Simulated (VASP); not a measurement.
Wanted: the native input for a VASP 6.6.1 run.

```yaml
Task: single point
Functional: PBE
Potentials_or_basis: VASP PAW PBE potentials, release 64 (Cs_sv, Sn_d, I)
Cutoff: 520 eV
k_mesh: 4 × 4 × 4
Occupations: gaussian, width 0.01 eV
Spin: no spin polarisation
Dipole_correction: no
Further_INCAR_settings: ALGO = Normal; EDIFF = 1e-06; NBANDS = 30
```

The structure of CsSnI3 lies in POSCAR:

```
CsSnI3
1.0
    6.3622136167      0.0000000000      0.0000000000
    0.0000000000      6.3622136167      0.0000000000
    0.0000000000      0.0000000000      6.3622136167
Cs Sn I
1 1 3
Direct
    0.0000000000      0.0000000000      0.0000000000
    0.5000000000      0.5000000000      0.5000000000
    0.0000000000      0.5000000000      0.5000000000
    0.5000000000      0.0000000000      0.5000000000
    0.5000000000      0.5000000000      0.0000000000
```

This cell differs from its parent crystal: volume changed by +3%.

The input as run:

INCAR

```
PREC = Accurate
ENCUT = 520
EDIFF = 1E-6
ISMEAR = 0
SIGMA = 0.01
LREAL = False
LASPH = True
NELM = 100
ALGO = Normal
ISIF = 2
LWAVE = False
LCHARG = False
GGA = PE
NBANDS = 30
```

KPOINTS

```
Automatic mesh
0
Gamma
  4 4 4
```

Potentials or basis: VASP PAW PBE potentials, release 64 (Cs_sv, Sn_d, I).

Command:

```console
$ cat potpaw_PBE.64/Cs_sv/POTCAR potpaw_PBE.64/Sn_d/POTCAR potpaw_PBE.64/I/POTCAR > POTCAR
$ mpirun -np 1 vasp_std > vasp.out
```

Results of the run:

```json
{
 "Pressure": "-0.4 GPa",
 "Band gap on the k mesh": "0.61 eV, direct"
}
```

Caveat: spin-orbit coupling is left out, which moves the levels of the heavy elements.

It took 2.6 min on 1 thread of AMD EPYC 7571, on a shared host, peak memory 0.33 GiB.
